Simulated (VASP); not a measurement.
# CdI2 (P-3m1) in VASP: a series of runs

Runs on CdI2. Level: PBE. Tasks: single point.

Everything below comes from runs of VASP 6.6.1. Logs are shortened: lines on timing, memory, paths and dates and some standing lists are left out, and cuts for length are marked.

## 1. The cell of the first run

It takes space group P-3m1 (No. 164, trigonal). The conventional cell has a = 4.330 Å, b = 4.330 Å, c = 7.815 Å, α = 90.00°, β = 90.00°, γ = 120.00°. Cd (site symmetry -3m) has 6 I at 3.03 Å within 4.0 Å. Within 4.0 Å of I (site symmetry 3m) lie 3 Cd at 3.03 Å.

## 2. Single point, PBE

File INCAR:

```
PREC = Accurate ; ENCUT = 500
EDIFF = 1E-6 ; ISMEAR = 0
SIGMA = 0.05 ; LREAL = F
LASPH = T ; NELM = 120
ALGO = Normal ; ISIF = 2
LWAVE = F ; LCHARG = T
GGA = PE ; LELF = T
LVHAR = T ; NBANDS = 20
GGA_COMPAT = F
```

File KPOINTS:

```
Automatic mesh
0
Gamma
  10 10 6
```

File POSCAR:

```
CdI2
1.0
    4.3297118284      0.0000000000      0.0000000000
   -2.1648559142      3.7496404344      0.0000000000
    0.0000000000      0.0000000000      7.8151329916
Cd I
1 2
Direct
    0.0000000000      0.0000000000      0.0000000000
    0.3333333333      0.6666666667      0.2199462841
    0.6666666667      0.3333333333      0.7800537159
```

Potentials or basis: VASP PAW PBE potentials, release 64 (Cd, I).

The run is started by

```bash
> cat potpaw_PBE.64/Cd/POTCAR potpaw_PBE.64/I/POTCAR > POTCAR
> mpirun -np 1 vasp_std > vasp.out
```

OUTCAR:

```text
PREC = Accurate
   ENCUT = 500
   EDIFF = 1E-6
   ISMEAR = 0
   LREAL = F
   LASPH = T
   NELM = 120
   ISIF = 2
   GGA = PE

 ion  position               nearest neighbor table
   1  0.000  0.000  0.000-   2 3.03   3 3.03   2 3.03   3 3.03   3 3.03   2 3.03
   2  0.333  0.667  0.220-   1 3.03   1 3.03   1 3.03
   3  0.667  0.333  0.780-   1 3.03   1 3.03   1 3.03

  LATTYP: Found a hexagonal cell.
 ALAT       =     4.3297118284
 C/A-ratio  =     1.8050007255

  Lattice vectors:

 A1 = (   4.3297118284,   0.0000000000,   0.0000000000)
 A2 = (  -2.1648559142,   3.7496404344,   0.0000000000)
 A3 = (   0.0000000000,   0.0000000000,   7.8151329916)

Analysis of symmetry for initial positions (statically):
=====================================================================
 Subroutine PRICEL returns:
 Original cell was already a primitive cell.

 Routine SETGRP: Setting up the symmetry group for a
 hexagonal supercell.

 Subroutine GETGRP returns: Found 12 space group operations
 (whereof 12 operations were pure point group operations)
 out of a pool of 24 trial point group operations.

The static configuration has the point symmetry D_3d.

Analysis of symmetry for dynamics (positions and initial velocities):
=====================================================================
 Subroutine PRICEL returns:
 Original cell was already a primitive cell.

 Routine SETGRP: Setting up the symmetry group for a
 hexagonal supercell.

 Subroutine GETGRP returns: Found 12 space group operations
 (whereof 12 operations were pure point group operations)
 out of a pool of 24 trial point group operations.

The dynamic configuration has the point symmetry D_3d.

 Subroutine INISYM returns: Found 12 space group operations
 (whereof 12 operations are pure point group operations),
 and found     1 'primitive' translations

----------------------------------------------------------------------------------------

                                     Primitive cell

  volume of cell :     126.8776

  direct lattice vectors                    reciprocal lattice vectors
     4.329711828  0.000000000  0.000000000     0.230962253  0.133346119  0.000000000
    -2.164855914  3.749640434  0.000000000     0.000000000  0.266692238  0.000000000
     0.000000000  0.000000000  7.815132992     0.000000000  0.000000000  0.127956876

  length of vectors
     4.329711828  4.329711828  7.815132992     0.266692238  0.266692238  0.127956876

  position of ions in fractional coordinates (direct lattice)
     0.000000000  0.000000000  0.000000000
     0.333333333  0.666666667  0.219946284
     0.666666667  0.333333333  0.780053716

  ion indices of the primitive-cell ions
   primitive index   ion index
                 1           1
                 2           2
                 3           3

----------------------------------------------------------------------------------------

 KPOINTS: Automatic mesh

Automatic generation of k-mesh.
 Grid dimensions read from file:
 generate k-points for:   10   10    6

 Generating k-lattice:

  Cartesian coordinates                     Fractional coordinates (reciprocal lattice)
     0.023096225  0.013334612  0.000000000     0.100000000  0.000000000  0.000000000
     0.000000000  0.026669224  0.000000000     0.000000000  0.100000000  0.000000000
     0.000000000  0.000000000  0.021326146     0.000000000  0.000000000  0.166666667

  Length of vectors
     0.026669224  0.026669224  0.021326146

  Shift w.r.t. Gamma in fractional coordinates (k-lattice)
     0.000000000  0.000000000  0.000000000

 Subroutine IBZKPT returns following result:
 ===========================================

 Found     72 irreducible k-points:

 Following reciprocal coordinates:
            Coordinates               Weight
  0.000000  0.000000  0.000000      1.000000
  0.100000  0.000000  0.000000      6.000000
  0.200000  0.000000  0.000000      6.000000
  0.300000 -0.000000  0.000000      6.000000
  0.400000 -0.000000  0.000000      6.000000
  0.500000  0.000000  0.000000      3.000000
[... 16 lines left out ...]
  0.000000  0.400000  0.166667      6.000000
  0.500000  0.000000  0.166667      6.000000
 [... further k-points ...]
   k-points           NKPTS =     72   k-points in BZ     NKDIM =     72   number of bands    NBANDS=     20
   number of dos      NEDOS =    301   number of ions     NIONS =      3
   total plane-waves  NPLWV =  61440
   dimension x,y,z NGX =    32 NGY =   32 NGZ =   60
   dimension x,y,z NGXF=    64 NGYF=   64 NGZF=  120
   ions per type =               1   2
   NGX,Y,Z   is equivalent  to a cutoff of  12.29, 12.29, 12.76 a.u.
   NGXF,Y,Z  is equivalent  to a cutoff of  24.57, 24.57, 25.53 a.u.
 SYSTEM =  unknown system
   PREC   = accura    normal or accurate (medium, high low for compatibility)
   ISTART =      0    job   : 0-new  1-cont  2-samecut
   ICHARG =      2    charge: 1-file 2-atom 10-const
   ISPIN  =      1    spin polarized calculation?
   LNONCOLLINEAR =      F non collinear calculations
   LSORBIT =      F    spin-orbit coupling
   LASPH  =      T    aspherical Exc in radial PAW
   ENCUT  =  500.0 eV  36.75 Ry    6.06 a.u.   7.89  7.89 14.25*2*pi/ulx,y,z
   NELM   =    120;   NELMIN=  2; NELMDL= -5     # of ELM steps
   EDIFF  = 0.1E-05   stopping-criterion for ELM
   LREAL  =      F    real-space projection
   EDIFFG = 0.1E-04   stopping-criterion for IOM
   NSW    =      0    number of steps for IOM
   IBRION =     -1    ionic relax: 0-MD 1-quasi-New 2-CG
   NFREE  =      0    steps in history (QN), initial steepest desc. (CG)
   ISIF   =      2    stress and relaxation
   ISYM   =      2    0-nonsym 1-usesym 2-fastsym
   POTIM  = 0.5000    time-step for ionic-motion
   TEBEG  =    0.0;   TEEND  =   0.0 temperature during run
   PSTRESS=    0.0 pullay stress
   NELECT =      26.0000    total number of electrons
   NUPDOWN=      -1.0000    fix difference up-down
   EMIN   =  10.00;   EMAX   =-10.00  energy-range for DOS
   EFERMI =   0.00;   METHOD = LEGACY
   ISMEAR =     0;   SIGMA  =   0.05  broadening in eV -4-tet -1-fermi 0-gaus
   EFERMI_NEDOS =   21; number of points for ismear=-14 and -15
   IALGO  =     38    algorithm
   IMIX   =      4    mixing-type and parameters
     AMIX     =   0.40;   BMIX     =  1.00
     AMIX_MAG =   1.60;   BMIX_MAG =  1.00
  volume/ion in A,a.u.               =      42.29       285.40
  Fermi-wavevector in a.u.,A,eV,Ry     =   0.965171  1.823909 12.674577  0.931555
  Thomas-Fermi vector in A             =   2.094865
   LORBIT       =      0    0 simple, 1 ext, 2 COOP (PROOUT), +10 PAW based schemes
   GGA     = PE    functional components
   LHFCALC =     F    Hartree Fock is set to
   AEXX    =    0.0000 exact exchange contribution
   IVDW    =     0    specifies the selected vdW correction
   LEPSILON=     F    determine dielectric tensor
   LRPA    =     F    only Hartree local field effects (RPA)
 non-spin polarized calculation
 Gauss-broadening in eV      SIGMA  =   0.05
  energy-cutoff  :      500.00
  volume of cell :      126.88
 maximum number of plane-waves:      3254
   NGX = 15   NGY = 15   NGZ = 29

 number of electron      26.0000008 magnetization

 Free energy of the ion-electron system (eV)
  ---------------------------------------------------
  ext. energy  EPLUGINS =         0.00000000
  ---------------------------------------------------
  free energy    TOTEN  =        -5.54997464 eV

  energy without entropy =       -5.54997464  energy(sigma->0) =       -5.54997464

 E-fermi :   0.8422     XC(G=0):  -7.6828

 val. band max:        0.5877549819   @ k =   0.1000   0.0000   0.1667
 cond. band min:       3.0089205129   @ k =   0.5000   0.0000   0.5000
 fundamental gap:      2.4211655310
 Fermi energy:         0.8422039906

 k-point     1 :       0.0000    0.0000    0.0000
  band No.  band energies     occupation
      1     -11.1710      2.00000
      2     -10.6737      2.00000
      3      -6.8531      2.00000
      4      -6.8531      2.00000
      5      -6.7418      2.00000
      6      -6.6791      2.00000
[... 12 lines left out ...]
     19       9.3070      0.00000
     20       9.5827      0.00000

 k-point     2 :       0.1000    0.0000    0.0000
  band No.  band energies     occupation
      1     -11.1290      2.00000
      2     -10.6650      2.00000
      3      -6.8465      2.00000
      4      -6.8323      2.00000
      5      -6.7338      2.00000
      6      -6.6813      2.00000
[... 12 lines left out ...]
     19       8.9225      0.00000
     20       9.3008      0.00000

 k-point     3 :       0.2000    0.0000    0.0000
  band No.  band energies     occupation
      1     -11.0144      2.00000
      2     -10.6431      2.00000
      3      -6.8324      2.00000
      4      -6.7801      2.00000
      5      -6.7106      2.00000
      6      -6.6833      2.00000
[... 12 lines left out ...]
     19       8.6192      0.00000
     20       8.9856      0.00000

 k-point     4 :       0.3000   -0.0000    0.0000
  band No.  band energies     occupation
      1     -10.8606      2.00000
      2     -10.6186      2.00000
      3      -6.8222      2.00000
      4      -6.7483      2.00000
      5      -6.6817      2.00000
      6      -6.6552      2.00000
[... 12 lines left out ...]
     19       8.5460      0.00000
     20       9.0102      0.00000

 k-point     5 :       0.4000   -0.0000    0.0000
  band No.  band energies     occupation
      1     -10.7192      2.00000
      2     -10.6067      2.00000
      3      -6.8195      2.00000
      4      -6.7509      2.00000
      5      -6.6693      2.00000
      6      -6.6355      2.00000
[... 12 lines left out ...]
     19       8.6565      0.00000
     20       9.4747      0.00000

 k-point     6 :       0.5000    0.0000    0.0000
  band No.  band energies     occupation
      1     -10.6446      2.00000
      2     -10.6202      2.00000
      3      -6.8196      2.00000
      4      -6.7550      2.00000
      5      -6.6647      2.00000
      6      -6.6266      2.00000
[... 12 lines left out ...]
     19       9.0818      0.00000
     20       9.2705      0.00000

 k-point     7 :       0.1000    0.1000    0.0000
  band No.  band energies     occupation
      1     -11.0507      2.00000
      2     -10.6497      2.00000
      3      -6.8357      2.00000
      4      -6.7945      2.00000
      5      -6.7200      2.00000
      6      -6.6832      2.00000
[... 12 lines left out ...]
     19       8.5964      0.00000
     20       8.9503      0.00000
[... 277 lines left out ...]
 k-point    20 :       0.3000   -0.0000    0.1667
  band No.  band energies     occupation
      1     -10.8539      2.00000
      2     -10.6262      2.00000
      3      -6.8221      2.00000
      4      -6.7479      2.00000
      5      -6.6813      2.00000
      6      -6.6552      2.00000
[... 12 lines left out ...]
     19       8.9945      0.00000
     20       9.2502      0.00000

 k-point    21 :       0.0000    0.3000    0.1667
  band No.  band energies     occupation
      1     -10.8580      2.00000
      2     -10.6212      2.00000
      3      -6.8222      2.00000
      4      -6.7493      2.00000
      5      -6.6817      2.00000
      6      -6.6552      2.00000
[... 12 lines left out ...]
     19       7.9774      0.00000
     20       9.0435      0.00000

 k-point    22 :       0.4000   -0.0000    0.1667
  band No.  band energies     occupation
      1     -10.7124      2.00000
      2     -10.6138      2.00000
      3      -6.8195      2.00000
      4      -6.7509      2.00000
      5      -6.6689      2.00000
      6      -6.6355      2.00000
[... 12 lines left out ...]
     19       9.2579      0.00000
     20       9.5596      0.00000

 k-point    23 :       0.0000    0.4000    0.1667
  band No.  band energies     occupation
      1     -10.7211      2.00000
      2     -10.6043      2.00000
      3      -6.8196      2.00000
      4      -6.7513      2.00000
      5      -6.6694      2.00000
      6      -6.6355      2.00000
[... 12 lines left out ...]
     19       8.3717      0.00000
     20       9.5889      0.00000

 k-point    24 :       0.5000    0.0000    0.1667
  band No.  band energies     occupation
      1     -10.6477      2.00000
      2     -10.6169      2.00000
      3      -6.8197      2.00000
      4      -6.7551      2.00000
      5      -6.6645      2.00000
      6      -6.6266      2.00000
[... 12 lines left out ...]
     19       9.0204      0.00000
     20       9.6523      0.00000

 [... further k-points ...]

------------------------ aborting loop because EDIFF is reached ----------------------------------------

  FORCE on cell =-STRESS in cart. coord.  units (eV):
  Direction    XX          YY          ZZ          XY          YZ          ZX
  --------------------------------------------------------------------------------------
  -------------------------------------------------------------------------------------
  Total        0.0663397      0.0663397      0.0541755     -0.0000000      0.0000000      0.0000000
  in kB        0.8377207      0.8377207      0.6841144     -0.0000000      0.0000000      0.0000000
  external PRESSURE =       0.7865186 kB  Pullay stress =       0.0000000 kB

 VOLUME and BASIS-vectors are now :
 -----------------------------------------------------------------------------
  energy-cutoff  :      500.00
  volume of cell :      126.88
      direct lattice vectors                 reciprocal lattice vectors
     4.329711828  0.000000000  0.000000000     0.230962253  0.133346119  0.000000000
    -2.164855914  3.749640434  0.000000000     0.000000000  0.266692238  0.000000000
     0.000000000  0.000000000  7.815132992     0.000000000  0.000000000  0.127956876

 POSITION                                       TOTAL-FORCE (eV/Angst)
 -----------------------------------------------------------------------------------
      0.00000      0.00000      0.00000        -0.000000      0.000000      0.000000
     -0.00000      2.49976      1.71891        -0.000000      0.000000      0.017784
      2.16486      1.24988      6.09622         0.000000     -0.000000     -0.017784
 -----------------------------------------------------------------------------------
    total drift:                                0.000000     -0.000000      0.000000

  FREE ENERGIE OF THE ION-ELECTRON SYSTEM (eV)
  ---------------------------------------------------
  free  energy   TOTEN  =        -5.5499746407 eV

  energy  without entropy=       -5.5499746407  energy(sigma->0) =       -5.54997464
```

Wall time 73 s (1 thread of AMD EPYC 9R45 (Zen 5), shared host); peak memory 0.31 GiB.

What came out:

```yaml
Free_energy: -5.5500 eV
Pressure: 0.1 GPa
Largest_force: 0.018 eV/Å
Band_gap_on_the_k_mesh: 2.42 eV (least direct gap 2.54 eV)
```

Forces on the atoms (eV/Å):
```
Cd   0.000  0.000  0.000
I    0.000  0.000  0.018
I    0.000  0.000 -0.018
```

Caveat: spin-orbit coupling is left out, which moves the levels of the heavy elements; this functional lacks dispersion, which binds layers or chains, so the pressure and a relaxed spacing across them are unreliable.

(Continued in part 2 of 2.)
